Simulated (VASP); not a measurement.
A run of VASP 6.6.1 is set up as follows.

Contents of POSCAR:

```
PbSe
1.0
    0.0000000000      2.9960411529      2.9960411529
    2.9960411529      0.0000000000      2.9960411529
    2.9960411529      2.9960411529      0.0000000000
Pb Se
1 1
Direct
    0.0000000000      0.0000000000      0.0000000000
    0.5000000000      0.5000000000      0.5000000000
```

Contents of INCAR.step1:

```
  PREC = Accurate
  ENCUT = 520
  ISMEAR = -1
  SIGMA = 0.02
  LREAL = False
  LASPH = True
  NELM = 150
  MAGMOM = 0 0 0 0 0 0
  LSORBIT = True
  GGA_COMPAT = False
  NBANDS = 32
  GGA = PE
  ALGO = Normal
  EDIFF = 1E-4
  LWAVE = True
  LCHARG = False
```

INCAR.step2

```
  PREC = Accurate
  ENCUT = 520
  EDIFF = 1E-7
  ISMEAR = -1
  SIGMA = 0.02
  LREAL = False
  LASPH = True
  NELM = 150
  ALGO = Normal
  ISIF = 2
  LWAVE = False
  LCHARG = True
  MAGMOM = 0 0 0 0 0 0
  LORBIT = 11
  LSORBIT = True
  GGA_COMPAT = False
  LORBMOM = True
  METAGGA = R2SCAN
  LMIXTAU = True
  LVHAR = True
  NBANDS = 32
  ISTART = 1
```

KPOINTS

```
regular mesh
0
Gamma
  8 8 8
```

Potentials or basis: VASP PAW PBE potentials, release 64 (Pb_d, Se).

Command:

```bash
$ cat potpaw_PBE.64/Pb_d/POTCAR potpaw_PBE.64/Se/POTCAR > POTCAR
$ cp INCAR.step1 INCAR
$ mpirun -np 1 vasp_ncl > vasp.out
$ cp INCAR.step2 INCAR
$ mpirun -np 1 vasp_ncl > vasp.out
```

Estimate the net moment.

0.00 μB per cell.

Estimate the pressure.

5.3 GPa.

Moments on the atoms (μB; x, y, z):
```
Pb  0.00 0.00 0.00
Se  0.00 0.00 0.00
```

Caveat: the cell differs from its parent crystal (strain -3.0%); the cell stands under pressure; the PAW data sets were made with another functional, which shifts forces and pressure a little.
